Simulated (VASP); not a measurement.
# Mg3SnO4 in VASP: further runs, part 2 of 2

VASP 6.6.1. Earlier steps stand in the parts before.

### 4 Single point, PBE

This run uses another cell than the first one, of 11.57 Å³/atom.

INCAR reads:

```
SYSTEM = Mg3SnO4
  PREC = Accurate
  ENCUT = 520
  EDIFF = 1E-6
  ISMEAR = 0
  SIGMA = 0.1
  LREAL = Auto
  LASPH = .TRUE.
  NELM = 60
  ALGO = Normal
  ISIF = 2
  LWAVE = .FALSE.
  LCHARG = .TRUE.
  GGA = PE
  LELF = .TRUE.
  LVHAR = .TRUE.
  NBANDS = 58
```

KPOINTS reads:

```
regular mesh
0
G
  4 4 1
  0 0 0
```

POSCAR reads:

```
Mg3SnO4
1.0
    3.1050391246      0.0005474210     -0.0006052827
    0.0005532830      3.1051288333      0.0005422998
   -0.0044963421      0.0040893723     19.1935972202
Mg Sn O
6 2 8
Direct
    0.5005181859     -0.0005327630      0.1631735471
    0.4991758406      0.0007455584      0.7294668436
    0.4998137324      0.0001495556      0.9457750997
    0.9994359847      0.5004429166      0.8368287066
    0.0008263677      0.4992826283      0.2705345128
    1.0001559190      0.4998334455      0.0542274989
    0.5015119870     -0.0008149815      0.4108395522
   -0.0010625884      0.5012817636      0.5891801954
    0.5001347243     -0.0001730832      0.0543582793
    0.5007774734     -0.0007622021      0.2731297278
    0.4989043450      0.0008039940      0.6250873449
    0.4995045828      0.0004306823      0.8373501061
    0.9998148739      0.5001198420      0.9456325060
    0.0008739687      0.4989544629      0.3749188110
    0.0004581505      0.4995408931      0.1626409591
   -0.0008435476      0.5006972873      0.7268563095
```

Run with:

```bash
> cat potpaw_PBE.64/Mg/POTCAR potpaw_PBE.64/Sn_d/POTCAR potpaw_PBE.64/O/POTCAR > POTCAR
> mpirun -np 1 vasp_std > vasp.out
```

Wall time 90 s (1 thread of AMD EPYC 9R45 (Zen 5), shared host); peak memory 0.27 GiB.

Results (log left out):

```yaml
Free_energy: -92.2975 eV
Pressure: -0.4 GPa
Largest_force: 0.042 eV/Å
Band_gap_on_the_k_mesh: 1.09 eV (least direct gap 1.65 eV)
```

Forces on the atoms (eV/Å):
```
Mg   0.000  0.000 -0.006
Mg   0.000 -0.001 -0.001
Mg   0.000  0.000 -0.002
Mg   0.000  0.000  0.005
Mg  -0.001  0.000  0.000
Mg   0.000  0.000  0.001
Sn   0.001  0.000  0.033
Sn   0.000  0.002 -0.031
O    0.000  0.000 -0.002
O   -0.001  0.000 -0.012
O    0.001 -0.001  0.042
O   -0.001 -0.001 -0.005
O    0.000  0.000  0.003
O   -0.001  0.002 -0.042
O    0.000  0.000  0.004
O    0.001  0.000  0.013
```

Stress tensor (GPa, compression positive):
```
-0.41 -0.02  0.01
-0.02 -0.41  0.00
 0.01  0.00 -0.50
```

Levels at points of the mesh, in eV from the valence-band top:
| k point | band 40 | band 41 | band 42 | band 43 | band 44 | band 45 | band 46 | band 47 | band 48 | band 49 |
| --- | --- | --- | --- | --- | --- | --- | --- | --- | --- | --- |
| (0.00, 0.00, 0.00) | -1.03 | -1.03 | -0.94 | -0.93 | -0.56 | 1.09 | 3.61 | 3.86 | 5.00 | 5.91 |
| (0.50, 0.00, 0.00) | -1.60 | -1.24 | -1.24 | -0.62 | -0.61 | 2.19 | 2.20 | 5.47 | 5.48 | 6.67 |
| (0.00, 0.50, 0.00) | -1.60 | -1.24 | -1.24 | -0.62 | -0.61 | 2.19 | 2.20 | 5.47 | 5.48 | 6.67 |
| (0.50, 0.50, 0.00) | -2.44 | -2.11 | -2.11 | -1.18 | -1.18 | 3.28 | 3.28 | 4.63 | 4.63 | 5.13 |

Caveat: the k points lie up to 0.51 Å⁻¹ apart; spin-orbit coupling is left out, which moves the levels of the heavy elements; an odd mesh through Γ misses points on the zone boundary, where band edges can lie.

### 5 Relaxation of cell and atoms, PBE

This run uses another cell than the first one, of 12.48 Å³/atom.

INCAR reads:

```
PREC = Accurate
ENCUT = 600
EDIFF = 1E-6
ISMEAR = 0
SIGMA = 0.15
LREAL = Auto
LASPH = True
NELM = 60
ALGO = Normal
ISIF = 3
LWAVE = False
LCHARG = False
GGA = PE
IBRION = 2
NSW = 36
EDIFFG = -0.08
```

KPOINTS reads:

```
regular mesh
0
Gamma
  4 4 1
```

POSCAR reads:

```
Mg3SnO4
1.0
    3.2000000000      0.0000000000      0.0000000000
    0.0000000000      3.2000000000      0.0000000000
    0.0000000000      0.0000000000     19.5000000000
Mg Sn O
6 2 8
Direct
    0.5000000000      0.0000000000      0.1620000000
    0.5000000000      0.0000000000      0.7300000000
    0.5000000000      0.0000000000      0.9460000000
    0.0000000000      0.5000000000      0.8380000000
    0.0000000000      0.5000000000      0.2700000000
    0.0000000000      0.5000000000      0.0540000000
    0.5000000000      0.0000000000      0.3850000000
    0.0000000000      0.5000000000      0.6150000000
    0.5000000000      0.0000000000      0.0540000000
    0.5000000000      0.0000000000      0.2700000000
    0.5000000000      0.0000000000      0.6300000000
    0.5000000000      0.0000000000      0.8380000000
    0.0000000000      0.5000000000      0.9460000000
    0.0000000000      0.5000000000      0.3700000000
    0.0000000000      0.5000000000      0.1620000000
    0.0000000000      0.5000000000      0.7300000000
```

Run with:

```bash
> cat potpaw_PBE.64/Mg/POTCAR potpaw_PBE.64/Sn_d/POTCAR potpaw_PBE.64/O/POTCAR > POTCAR
> mpirun -np 1 vasp_std > vasp.out
```

Run time: 13 min. Hardware: 1 thread of AMD EPYC 9R45 (Zen 5), shared host; peak memory 0.37 GiB.

Results (log left out):

- Free energy: -92.3187 eV
- Relaxed volume: 11.70 Å³/atom
- Relaxed cell: a = 3.095 Å, b = 3.095 Å, c = 19.550 Å, α = 90.00°, β = 90.00°, γ = 90.00°
- Space group after relaxing (to 0.1 Å): P4/nmm (No. 129)
- Energy gained by relaxing: 70.6 meV/atom
- Ionic steps: 17
- Pressure after relaxing: 0.1 GPa
- Largest force after relaxing: 0.055 eV/Å
- Band gap on the k mesh: 1.21 eV (least direct gap 1.57 eV)

Forces in eV/Å, atoms in the order of the input:
```
Mg   0.000  0.000  0.041
Mg   0.000  0.000 -0.049
Mg   0.000  0.000 -0.024
Mg   0.000  0.000 -0.041
Mg   0.000  0.000  0.049
Mg   0.000  0.000  0.024
Sn   0.000  0.000  0.032
Sn   0.000  0.000 -0.032
O    0.000  0.000 -0.039
O    0.000  0.000  0.039
O    0.000  0.000 -0.015
O    0.000  0.000 -0.055
O    0.000  0.000  0.039
O    0.000  0.000  0.015
O    0.000  0.000  0.055
O    0.000  0.000 -0.039
```

The path:
```csv
step,energy change (eV),largest force (eV/Å),pressure (GPa),volume (Å³)
1,0.0000,2.8790,0.91,199.68
2,-0.6921,0.9219,-3.70,201.73
3,-0.7238,0.9416,-4.72,202.30
4,-1.0213,0.5719,-0.66,191.86
5,-1.0275,0.6221,0.16,190.21
6,-1.0908,0.3208,0.67,188.34
7,-1.0922,0.3643,0.80,188.00
8,-1.1164,0.1392,-0.34,189.05
9,-1.1164,0.1394,-0.35,189.06
10,-1.1217,0.0902,-0.06,188.46
11,-1.1227,0.1087,0.10,188.13
12,-1.1228,0.1071,0.14,188.03
13,-1.1259,0.0813,-0.07,188.02
14,-1.1267,0.0882,-0.19,188.00
15,-1.1285,0.0877,0.06,187.44
16,-1.1285,0.0840,0.03,187.47
17,-1.1303,0.0545,0.08,187.23
```

Final structure:
```
Mg Sn O
1.0
     3.09471    0.00000    0.00000
     0.00000    3.09471    0.00000
     0.00000    0.00000   19.54993
Mg Sn O
6 2 8
Cartesian
  1.5474 0.0000 3.1098
  1.5474 3.0947 14.3844
  1.5474 0.0000 18.5177
  0.0000 1.5474 16.4401
  0.0000 1.5474 5.1655
  0.0000 1.5474 1.0322
  1.5474 3.0947 7.8882
  3.0947 1.5474 11.6618
  1.5474 0.0000 1.0380
  1.5474 0.0000 5.2136
  1.5474 0.0000 12.3740
  1.5474 3.0947 16.4509
  0.0000 1.5474 18.5120
  0.0000 1.5474 7.1759
  0.0000 1.5474 3.0990
  3.0947 1.5474 14.3363
```

Levels at points of the mesh, in eV from the valence-band top:
| k point | band 41 | band 42 | band 43 | band 44 | band 45 | band 46 | band 47 | band 48 |
| --- | --- | --- | --- | --- | --- | --- | --- | --- |
| (0.00, 0.00, 0.00) | -0.73 | -0.64 | -0.64 | -0.36 | 1.21 | 3.54 | 3.99 | 5.20 |
| (0.50, 0.00, 0.00) | -0.94 | -0.94 | -0.38 | -0.38 | 2.20 | 2.20 | 5.62 | 5.62 |
| (0.50, 0.50, 0.00) | -1.83 | -1.83 | -0.93 | -0.93 | 3.67 | 3.67 | 4.90 | 4.90 |

Caveat: the k points lie up to 0.51 Å⁻¹ apart in the final cell; spin-orbit coupling is left out, which moves the levels of the heavy elements; an odd mesh through Γ misses points on the zone boundary, where band edges can lie; the relaxation stopped at a loose force limit of 0.08 eV/Å, so its end isn't a converged minimum.

### 6 Overview

| task | cell | cutoff (eV) | smearing | gap on the mesh (eV) | pressure (GPa) | largest force (eV/Å) |
| --- | --- | --- | --- | --- | --- | --- |
| single point | a = 3.110, b = 3.110, c = 19.231 Å, 16 atoms, atomic positions A | 520 | gaussian 0.15 eV | 1.09 | -0.7 | 0.09 |
| single point | a = 3.104, b = 3.104, c = 19.266 Å, 16 atoms, atomic positions B | 520 | gaussian 0.1 eV | 1.10 | -0.5 | 0.06 |
| single point | a = 3.105, b = 3.105, c = 19.194 Å, 16 atoms, atomic positions C | 520 | gaussian 0.1 eV | 1.09 | -0.4 | 0.04 |
| relaxation of cell and atoms | relaxed from a = 3.200, b = 3.200, c = 19.500 Å, 16 atoms, atomic positions D | 600 | gaussian 0.15 eV | 1.21 | 0.1 | 0.05 |

Alike in all rows: level PBE; potentials or basis VASP PAW PBE potentials, release 64 (Mg, Sn_d, O); no spin polarisation; k mesh 4 × 4 × 1.

Caveats: all runs use coarse meshes; spin-orbit coupling is left out, which moves the levels of the heavy elements; an odd mesh through Γ misses points on the zone boundary, where band edges can lie; the relaxation stopped at a loose force limit of 0.08 eV/Å, so its end isn't a converged minimum (at least some runs).

Absolute energies hang on the potentials; compare differences alone.
